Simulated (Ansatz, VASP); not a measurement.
**One calculation of KZn, two programs**

```xyz
2
Lattice="4.2085 0.0000 0.0000 0.0000 4.2085 0.0000 0.0000 0.0000 4.2085" Properties=species:S:1:pos:R:3 pbc="T T T"
K     0.0000    0.0000    0.0000
Zn    2.1042    2.1042    2.1042
```

Alike in both runs: task electric field gradients; functional PBE; k mesh 10 × 10 × 10; occupations fermi-dirac, width 0.05 eV; no spin polarisation.

|  | VASP | Ansatz |
| --- | --- | --- |
| version | VASP 6.6.1 | Ansatz 0.2.0 |
| potentials or method | VASP PAW PBE potentials, release 64 (K_sv, Zn) | PAW with Ansatz's default frozen-core files, scalar-relativistic |
| plane-wave cutoff (eV) | 520 | 420 |
| valence electrons in the cell | 21 | 21 |

```tsv
	VASP	Ansatz	Ansatz less VASP
pressure (GPa)	0.0	0.0	-0.01
```

With one functional, cell and mesh, what is left measures potentials, basis and numerics.
